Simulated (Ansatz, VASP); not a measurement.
# SnO: VASP beside Ansatz

File INCAR:

```
SYSTEM = SnO
PREC = Accurate
ENCUT = 520
EDIFF = 1E-6
ISMEAR = 0
SIGMA = 0.15
LREAL = .FALSE.
LASPH = .TRUE.
NELM = 100
ALGO = Normal
ISIF = 2
LWAVE = .FALSE.
LCHARG = .FALSE.
GGA = CA
NBANDS = 28
```

File KPOINTS:

```
regular mesh
0
G
  10 10 8
  0 0 0
```

The input POSCAR:

```
SnO
1.0
    3.8222000000      0.0000000000      0.0000000000
    0.0000000000      3.8222000000      0.0000000000
    0.0000000000      0.0000000000      4.4234000000
Sn O
2 2
Direct
    0.0000000000      0.5000000000      0.2455950842
    0.5000000000      0.0000000000      0.7544049158
    0.0000000000      0.0000000000      0.0000000000
    0.5000000000      0.5000000000      0.0000000000
```

Input for Ansatz:

```yaml
crystal:
  lattice:
    - [3.8222, 0.0, 0.0]
    - [0.0, 3.8222, 0.0]
    - [0.0, 0.0, 4.4234]
  atoms:
    - { symbol: Sn, position: [0.0, 0.5, 0.2455950842] }
    - { symbol: Sn, position: [0.5, 0.0, 0.7544049158] }
    - { symbol: O, position: [0.0, 0.0, 0.0] }
    - { symbol: O, position: [0.5, 0.5, 0.0] }
basis:
  ecutwfc: 520.0
kpoints:
  mp_grid: { grid: [10, 10, 8] }
hamiltonian:
  xc: lda
  pseudopotentials: { kind: paw, azcp: { folder: soft_1 } }
scf:
  occupations: { method: gaussian, width: 0.15 }
output:
  forces: true
  stress: true
  eigenvalues: true
  write_density: true
  write_potential: true
  elf: true
  volumetric_format: npy
```

Alike in both runs: task single point; functional LDA; k mesh 10 × 10 × 8; occupations gaussian, width 0.15 eV; no spin polarisation.

|  | VASP | Ansatz |
| --- | --- | --- |
| version | VASP 6.6.1 | Ansatz 0.2.0 |
| potentials or method | VASP PAW LDA potentials, release 64 (Sn_d, O), cutoff 520 eV | scalar-relativistic, plane waves, PAW |
| valence electrons in the cell | 40 | 40 |

|  | VASP | Ansatz | Ansatz less VASP |
| --- | --- | --- | --- |
| pressure (GPa) | 1.8 | 1.2 | -0.58 |
| traceless stress, the component that is largest in VASP (GPa) | 2.95 | 3.01 | +0.057 |
| rms of the force components (eV/Å) | 0.265 | 0.209 | -0.0556 |

Ansatz warns that its potentials were made for another functional, while VASP's fit it. LDA's correlation is that of Perdew and Zunger in VASP and of Perdew and Wang (1992) in Ansatz. Atom by atom the forces differ by 0.056 eV/Å (rms over components).
